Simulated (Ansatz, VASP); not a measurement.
**Two plane-wave programs on Na2IF**

POSCAR

```
Na2IF
1.0
    1.9984997349      1.1538343599      6.4127891683
   -1.9984997349      1.1538343599      6.4127891683
    0.0000000000     -2.3076687199      6.4127891682
F I Na
1 1 2
Direct
    1.0000000000      0.0000000000      0.0000000000
    0.5000000000      0.5000000000      0.5000000000
    0.2727987733      0.2727987733      0.2727987733
    0.7272012267      0.7272012267      0.7272012267
```

Contents of INCAR.step1:

```
ALGO     = Normal         # electronic algorithm
EDIFF    = 1E-4           # SCF threshold, eV
ENCUT    = 520            # plane-wave cutoff, eV
GGA      = PE             # functional
ISMEAR   = 0              # smearing method
LASPH    = True           # aspherical terms in the spheres
LCHARG   = False          # write CHGCAR
LREAL    = False          # projectors in reciprocal space
LWAVE    = True           # write WAVECAR
NBANDS   = 22             # bands
NELM     = 80             # most SCF steps
PREC     = Accurate       # precision mode
SIGMA    = 0.01           # smearing width, eV
```

The input INCAR.step2:

```
ALGO     = Normal         # electronic algorithm
EDIFF    = 1E-6           # SCF threshold, eV
ENCUT    = 520            # plane-wave cutoff, eV
ISIF     = 2              # what is computed and relaxed
ISMEAR   = 0              # smearing method
ISTART   = 1            
LASPH    = True           # aspherical terms in the spheres
LCHARG   = False          # write CHGCAR
LMIXTAU  = True         
LREAL    = False          # projectors in reciprocal space
LWAVE    = False          # write WAVECAR
METAGGA  = R2SCAN         # meta-GGA
NBANDS   = 22             # bands
NELM     = 80             # most SCF steps
PREC     = Accurate       # precision mode
SIGMA    = 0.01           # smearing width, eV
```

The input KPOINTS:

```
k-points
0
Gamma
  8 8 8
```

Input for Ansatz:

```yaml
crystal:
  lattice:
    - [1.9984997349, 1.1538343599, 6.4127891683]
    - [-1.9984997349, 1.1538343599, 6.4127891683]
    - [0.0, -2.3076687199, 6.4127891682]
  atoms:
    - { symbol: F, position: [1.0, 0.0, 0.0] }
    - { symbol: I, position: [0.5, 0.5, 0.5] }
    - { symbol: Na, position: [0.2727987733, 0.2727987733, 0.2727987733] }
    - { symbol: Na, position: [0.7272012267, 0.7272012267, 0.7272012267] }
kpoints:
  mp_grid: { grid: [8, 8, 8] }
  band_path:
    path:
      - [0.0, 0.0, 0.0]
      - [0.5, 0.5, 0.5]
      - [0.8117508332, 0.1882491668, 0.5]
      - [0.5, -0.1882491668, 0.1882491668]
      - [0.5, 0.0, 0.0]
      - [0.3441245834, -0.3441245834, 0.0]
      - [0.6558754166, 0.0, 0.3441245834]
      - [0.5, 0.0, 0.5]
    npoints: 1
hamiltonian:
  xc: r2scan
scf:
  occupations: { method: fixed }
  n_extra_bands: 5
output:
  forces: true
  stress: true
  eigenvalues: true
```

Alike in both runs: task single point; functional r2SCAN; k mesh 8 × 8 × 8; no spin polarisation.

|  | VASP | Ansatz |
| --- | --- | --- |
| version | VASP 6.6.1 | Ansatz 0.2.0 |
| potentials or method | VASP PAW PBE potentials, release 64 (F, I, Na_pv) | plane waves, PAW |
| plane-wave cutoff (eV) | 520 | 500 |
| occupations | gaussian, width 0.01 eV | fixed |
| valence electrons in the cell | 28 | 42 |

|  | VASP | Ansatz | Ansatz less VASP |
| --- | --- | --- | --- |
| gap on the k mesh at the Fermi level (eV) | 2.52 | 2.51 | -0.011 |
| pressure (GPa) | -0.2 | 0.0 | +0.19 |

VASP's potentials were made for PBE, not for r2SCAN. VASP's potentials hold 28 valence electrons a cell and Ansatz's 42, so a difference there can come from the potentials and not from the codes.

Neither program's run includes spin-orbit coupling.
